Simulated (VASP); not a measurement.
Wanted: the native input for a VASP 6.6.1 run.

| Quantity | Value |
| --- | --- |
| Task | electric field gradients |
| Functional | PBEsol |
| Potentials or basis | VASP PAW PBE potentials, release 64 (Cu) |
| Cutoff | 520 eV |
| k mesh | 17 × 17 × 17 |
| Occupations | fermi-dirac, width 0.03 eV |
| Spin | no spin polarisation |
| Dipole correction | no |
| Further INCAR settings | ALGO = Normal; EDIFF = 1e-08; NBANDS = 12 |

The structure of Cu lies in POSCAR:

```
Cu
1.0
    0.0000000000      1.8312856224      1.8312856224
    1.8312856224      0.0000000000      1.8312856224
    1.8312856224      1.8312856224      0.0000000000
Cu
1
Direct
    0.0000000000      0.0000000000      0.0000000000
```

This cell differs from its parent crystal: volume scaled by 1.04.

These files were run (other wordings do the same):

INCAR

```
SYSTEM = Cu
PREC     = Accurate       ! precision mode
ENCUT    = 520            ! plane-wave cutoff, eV
EDIFF    = 1E-8           ! SCF threshold, eV
ISMEAR   = -1             ! smearing method
SIGMA    = 0.03           ! smearing width, eV
LREAL    = .FALSE.        ! projectors in reciprocal space
LASPH    = .TRUE.         ! aspherical terms in the spheres
NELM     = 80             ! most SCF steps
ALGO     = Normal         ! electronic algorithm
ISIF     = 2              ! what is computed and relaxed
LWAVE    = .FALSE.        ! write WAVECAR
LCHARG   = .FALSE.        ! write CHGCAR
GGA      = PS             ! functional
LEFG     = .TRUE.       
NBANDS   = 12             ! bands
```

KPOINTS

```
regular mesh
0
G
  17 17 17
  0 0 0
```

Potentials or basis: VASP PAW PBE potentials, release 64 (Cu).

Launch:

```sh
$ cat potpaw_PBE.64/Cu/POTCAR > POTCAR
$ mpirun -np 1 vasp_std > vasp.out
```

It gave:

```json
{
 "Pressure": "-10.8 GPa"
}
```

Caveat: without QUAD_EFG the Cq values of the log hold for a quadrupole moment of 1 mb, not for the nuclei; the PAW data sets were made with another functional, which shifts forces and pressure a little.

It used 45 s of CPU time on 1 thread of Intel Xeon 8259CL, on a shared host.
